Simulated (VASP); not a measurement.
# Rh (Fm-3m) in VASP: single point with r2SCAN

Aim: the single point of Rh with r2SCAN.

Everything below comes from runs of VASP 6.6.1. Logs are shortened: lines on timing, memory, paths and dates and some standing lists are left out, and cuts for length are marked.

## 1. The cell of the first run

The structure is cubic, space group Fm-3m (No. 225). The conventional cell has a = 3.780 Å, b = 3.780 Å, c = 3.780 Å, α = 90.00°, β = 90.00°, γ = 90.00°. Rh (site symmetry m-3m) has 12 Rh at 2.67 Å within 3.5 Å.

## 2. Single point, r2SCAN

POSCAR

```
Rh
1.0
    0.0000000000      1.8900916028      1.8900916028
    1.8900916028      0.0000000000      1.8900916028
    1.8900916028      1.8900916028      0.0000000000
Rh
1
Direct
    0.0000000000      0.0000000000      0.0000000000
```

INCAR.step1

```
SYSTEM = Rh
PREC = Accurate
ENCUT = 680
ISMEAR = 0
SIGMA = 0.1
LREAL = .False.
LASPH = .True.
NELM = 120
NBANDS = 14
GGA = PE
ALGO = Normal
EDIFF = 1E-5
LWAVE = .True.
LCHARG = .False.
GGA_COMPAT = .False.
```

INCAR.step2

```
SYSTEM = Rh
PREC = Accurate
ENCUT = 680
EDIFF = 1E-6
ISMEAR = 0
SIGMA = 0.1
LREAL = .False.
LASPH = .True.
NELM = 120
ALGO = Normal
ISIF = 2
LWAVE = .False.
LCHARG = .False.
METAGGA = R2SCAN
LMIXTAU = .True.
NBANDS = 14
ISTART = 1
GGA_COMPAT = .False.
```

KPOINTS

```
regular mesh
0
Gamma
  18 18 18
  0 0 0
```

Potentials or basis: VASP PAW PBE potentials, release 64 (Rh_sv_GW).

The run is started by

```
$ cat potpaw_PBE.64/Rh_sv_GW/POTCAR > POTCAR
$ cp INCAR.step1 INCAR
$ mpirun -np 1 vasp_std > vasp.out
$ cp INCAR.step2 INCAR
$ mpirun -np 1 vasp_std > vasp.out
```

OUTCAR:

```text
SYSTEM = Rh
   PREC = Accurate
   ENCUT = 680
   EDIFF = 1E-6
   ISMEAR = 0
   LREAL = .False.
   LASPH = .True.
   NELM = 120
   ISIF = 2
   METAGGA = R2SCAN
   ISTART = 1

 ion  position               nearest neighbor table
   1  0.000  0.000  0.000-

  LATTYP: Found a face centered cubic cell.
 ALAT       =     3.7801832056

  Lattice vectors:

 A1 = (   0.0000000000,   1.8900916028,   1.8900916028)
 A2 = (   1.8900916028,   0.0000000000,   1.8900916028)
 A3 = (   1.8900916028,   1.8900916028,   0.0000000000)

Analysis of symmetry for initial positions (statically):
=====================================================================
 Subroutine PRICEL returns:
 Original cell was already a primitive cell.

 Routine SETGRP: Setting up the symmetry group for a
 face centered cubic supercell.

 Subroutine GETGRP returns: Found 48 space group operations
 (whereof 48 operations were pure point group operations)
 out of a pool of 48 trial point group operations.

The static configuration has the point symmetry O_h .

Analysis of symmetry for dynamics (positions and initial velocities):
=====================================================================
 Subroutine PRICEL returns:
 Original cell was already a primitive cell.

 Routine SETGRP: Setting up the symmetry group for a
 face centered cubic supercell.

 Subroutine GETGRP returns: Found 48 space group operations
 (whereof 48 operations were pure point group operations)
 out of a pool of 48 trial point group operations.

The dynamic configuration has the point symmetry O_h .

 Subroutine INISYM returns: Found 48 space group operations
 (whereof 48 operations are pure point group operations),
 and found     1 'primitive' translations

----------------------------------------------------------------------------------------

                                     Primitive cell

  volume of cell :      13.5045

  direct lattice vectors                    reciprocal lattice vectors
     0.000000000  1.890091603  1.890091603    -0.264537443  0.264537443  0.264537443
     1.890091603  0.000000000  1.890091603     0.264537443 -0.264537443  0.264537443
     1.890091603  1.890091603  0.000000000     0.264537443  0.264537443 -0.264537443

  length of vectors
     2.672993179  2.672993179  2.672993179     0.458192292  0.458192292  0.458192292

  position of ions in fractional coordinates (direct lattice)
     0.000000000  0.000000000  0.000000000

  ion indices of the primitive-cell ions
   primitive index   ion index
                 1           1

----------------------------------------------------------------------------------------

 KPOINTS: regular mesh

Automatic generation of k-mesh.
 Grid dimensions read from file:
 generate k-points for:   18   18   18

 Generating k-lattice:

  Cartesian coordinates                     Fractional coordinates (reciprocal lattice)
    -0.014696525  0.014696525  0.014696525     0.055555556  0.000000000  0.000000000
     0.014696525 -0.014696525  0.014696525     0.000000000  0.055555556  0.000000000
     0.014696525  0.014696525 -0.014696525     0.000000000  0.000000000  0.055555556

  Length of vectors
     0.025455127  0.025455127  0.025455127

  Shift w.r.t. Gamma in fractional coordinates (k-lattice)
     0.000000000  0.000000000  0.000000000

 Subroutine IBZKPT returns following result:
 ===========================================

 Found    195 irreducible k-points:

 Following reciprocal coordinates:
            Coordinates               Weight
  0.000000  0.000000  0.000000      1.000000
  0.055556  0.000000  0.000000      8.000000
  0.111111  0.000000  0.000000      8.000000
  0.166667  0.000000  0.000000      8.000000
  0.222222  0.000000  0.000000      8.000000
  0.277778  0.000000  0.000000      8.000000
[... 16 lines left out ...]
 -0.277778  0.055556  0.000000     24.000000
 -0.222222  0.055556  0.000000     24.000000
 [... further k-points ...]
   k-points           NKPTS =    195   k-points in BZ     NKDIM =    195   number of bands    NBANDS=     14
   number of dos      NEDOS =    301   number of ions     NIONS =      1
   total plane-waves  NPLWV =  13824
   dimension x,y,z NGX =    24 NGY =   24 NGZ =   24
   dimension x,y,z NGXF=    48 NGYF=   48 NGZF=   48
   ions per type =               1
   NGX,Y,Z   is equivalent  to a cutoff of  14.93, 14.93, 14.93 a.u.
   NGXF,Y,Z  is equivalent  to a cutoff of  29.85, 29.85, 29.85 a.u.
 SYSTEM =  Rh
   PREC   = accura    normal or accurate (medium, high low for compatibility)
   ISTART =      1    job   : 0-new  1-cont  2-samecut
   ICHARG =      0    charge: 1-file 2-atom 10-const
   ISPIN  =      1    spin polarized calculation?
   LNONCOLLINEAR =      F non collinear calculations
   LSORBIT =      F    spin-orbit coupling
   LASPH  =      T    aspherical Exc in radial PAW
   ENCUT  =  680.0 eV  49.98 Ry    7.07 a.u.   5.68  5.68  5.68*2*pi/ulx,y,z
   NELM   =    120;   NELMIN=  2; NELMDL=  0     # of ELM steps
   EDIFF  = 0.1E-05   stopping-criterion for ELM
   LREAL  =      F    real-space projection
   EDIFFG = 0.1E-04   stopping-criterion for IOM
   NSW    =      0    number of steps for IOM
   IBRION =     -1    ionic relax: 0-MD 1-quasi-New 2-CG
   NFREE  =      0    steps in history (QN), initial steepest desc. (CG)
   ISIF   =      2    stress and relaxation
   ISYM   =      2    0-nonsym 1-usesym 2-fastsym
   POTIM  = 0.5000    time-step for ionic-motion
   TEBEG  =    0.0;   TEEND  =   0.0 temperature during run
   PSTRESS=    0.0 pullay stress
   NELECT =      17.0000    total number of electrons
   NUPDOWN=      -1.0000    fix difference up-down
   EMIN   =  10.00;   EMAX   =-10.00  energy-range for DOS
   EFERMI =   0.00;   METHOD = LEGACY
   ISMEAR =     0;   SIGMA  =   0.10  broadening in eV -4-tet -1-fermi 0-gaus
   EFERMI_NEDOS =   21; number of points for ismear=-14 and -15
   IALGO  =     38    algorithm
   IMIX   =      4    mixing-type and parameters
     AMIX     =   0.40;   BMIX     =  1.00
     AMIX_MAG =   1.60;   BMIX_MAG =  1.00
  volume/ion in A,a.u.               =      13.50        91.13
  Fermi-wavevector in a.u.,A,eV,Ry     =   1.767658  3.340390 42.512974  3.124615
  Thomas-Fermi vector in A             =   2.835000
   LORBIT       =      0    0 simple, 1 ext, 2 COOP (PROOUT), +10 PAW based schemes
   METAGGA = R2SCAN    functional components
   LHFCALC =     F    Hartree Fock is set to
   AEXX    =    0.0000 exact exchange contribution
   IVDW    =     0    specifies the selected vdW correction
   LEPSILON=     F    determine dielectric tensor
   LRPA    =     F    only Hartree local field effects (RPA)
 non-spin polarized calculation
 Gauss-broadening in eV      SIGMA  =   0.10
  energy-cutoff  :      680.00
  volume of cell :       13.50
 maximum number of plane-waves:       556
   NGX = 11   NGY = 11   NGZ = 11

 number of electron      17.0000003 magnetization

 Free energy of the ion-electron system (eV)
  ---------------------------------------------------
  ext. energy  EPLUGINS =         0.00000000
  ---------------------------------------------------
  free energy    TOTEN  =       -23.28567838 eV

  energy without entropy =      -23.27907900  energy(sigma->0) =      -23.28237869

 E-fermi :  11.0014     XC(G=0): -15.4103

 val. band max:       11.0000696499   @ k =   0.5000   0.2222   0.1111
 cond. band min:      11.0154220444   @ k =   0.5000   0.3889   0.0000
 fundamental gap:      0.0153523945
 Fermi energy:        11.0013944107

 k-point     1 :       0.0000    0.0000    0.0000
  band No.  band energies     occupation
      1     -70.2398      2.00000
      2     -36.8416      2.00000
      3     -36.8416      2.00000
      4     -36.8416      2.00000
      5       2.7095      2.00000
      6       7.7385      2.00000
      7       7.7385      2.00000
      8       7.7385      2.00000
      9       9.8942      2.00000
     10       9.8942      2.00000
     11      27.4424      0.00000
     12      33.1891      0.00000
     13      33.1891      0.00000
     14      33.1891      0.00000

 k-point     2 :       0.0556    0.0000    0.0000
  band No.  band energies     occupation
      1     -70.2358      2.00000
      2     -36.8675      2.00000
      3     -36.8451      2.00000
      4     -36.8451      2.00000
      5       2.8414      2.00000
      6       7.6786      2.00000
      7       7.7906      2.00000
      8       7.7906      2.00000
      9       9.8648      2.00000
     10       9.8648      2.00000
     11      27.6354      0.00000
     12      32.5273      0.00000
     13      33.3825      0.00000
     14      33.3825      0.00000

 k-point     3 :       0.1111    0.0000    0.0000
  band No.  band energies     occupation
      1     -70.2244      2.00000
      2     -36.9416      2.00000
      3     -36.8550      2.00000
      4     -36.8550      2.00000
      5       3.2189      2.00000
      6       7.5296      2.00000
      7       7.9260      2.00000
      8       7.9260      2.00000
      9       9.8023      2.00000
     10       9.8023      2.00000
     11      28.1540      0.00000
     12      31.1005      0.00000
     13      33.9454      0.00000
     14      33.9454      0.00000
[... 324 lines left out ...]
 k-point    23 :      -0.2778    0.0556    0.0000
  band No.  band energies     occupation
      1     -70.1523      2.00000
      2     -37.3806      2.00000
      3     -36.9434      2.00000
      4     -36.9071      2.00000
      5       4.8323      2.00000
      6       7.8934      2.00000
      7       8.0708      2.00000
      8       8.1370      2.00000
      9      10.1168      2.00000
     10      10.9341      1.65851
     11      25.5099      0.00000
     12      28.8950      0.00000
     13      34.7414      0.00000
     14      37.0470      0.00000

 k-point    24 :      -0.2222    0.0556    0.0000
  band No.  band energies     occupation
      1     -70.1749      2.00000
      2     -37.2420      2.00000
      3     -36.9230      2.00000
      4     -36.8869      2.00000
      5       4.6057      2.00000
      6       7.3977      2.00000
      7       8.1395      2.00000
      8       8.1927      2.00000
      9       9.7088      2.00000
     10      10.4398      2.00000
     11      27.2843      0.00000
     12      29.3244      0.00000
     13      34.9532      0.00000
     14      36.7995      0.00000

 [... further k-points ...]

------------------------ aborting loop because EDIFF is reached ----------------------------------------

  FORCE on cell =-STRESS in cart. coord.  units (eV):
  Direction    XX          YY          ZZ          XY          YZ          ZX
  --------------------------------------------------------------------------------------
  -------------------------------------------------------------------------------------
  Total        0.3916974      0.3916974      0.3916974      0.0000000      0.0000000      0.0000000
  in kB       46.4710803     46.4710803     46.4710803      0.0000000      0.0000000      0.0000000
  external PRESSURE =      46.4710803 kB  Pullay stress =       0.0000000 kB

 VOLUME and BASIS-vectors are now :
 -----------------------------------------------------------------------------
  energy-cutoff  :      680.00
  volume of cell :       13.50
      direct lattice vectors                 reciprocal lattice vectors
     0.000000000  1.890091603  1.890091603    -0.264537443  0.264537443  0.264537443
     1.890091603  0.000000000  1.890091603     0.264537443 -0.264537443  0.264537443
     1.890091603  1.890091603  0.000000000     0.264537443  0.264537443 -0.264537443

 POSITION                                       TOTAL-FORCE (eV/Angst)
 -----------------------------------------------------------------------------------
      0.00000      0.00000      0.00000         0.000000      0.000000      0.000000
 -----------------------------------------------------------------------------------
    total drift:                               -0.000000      0.000000      0.000000

  FREE ENERGIE OF THE ION-ELECTRON SYSTEM (eV)
  ---------------------------------------------------
  free  energy   TOTEN  =       -23.2856783833 eV

  energy  without entropy=      -23.2790789950  energy(sigma->0) =      -23.28237869
```

Wall time 6.1 min (1 thread of AMD EPYC 7R43 (Zen 3), shared host); peak memory 0.17 GiB.

What came out:

```
Free energy            : -23.2857 eV
Pressure               : 4.6 GPa
Band gap on the k mesh : zero (an odd number of electrons rules out a gap without spin polarisation)
```

Levels at points of the mesh, in eV from the Fermi level:
| k point | band 5 | band 6 | band 7 | band 8 | band 9 | band 10 | band 11 | band 12 |
| --- | --- | --- | --- | --- | --- | --- | --- | --- |
| (0.00, 0.00, 0.00) | -8.29 | -3.26 | -3.26 | -3.26 | -1.11 | -1.11 | 16.44 | 22.19 |
| (0.50, 0.00, 0.00) | -6.48 | -3.38 | -3.38 | 0.60 | 0.60 | 0.88 | 9.29 | 16.06 |
| (0.50, 0.50, 0.00) | -6.72 | -6.34 | 0.52 | 1.07 | 1.07 | 3.50 | 13.11 | 14.06 |

Caveat: the cell stands under pressure; the PAW data sets were made with another functional, which shifts forces and pressure a little.
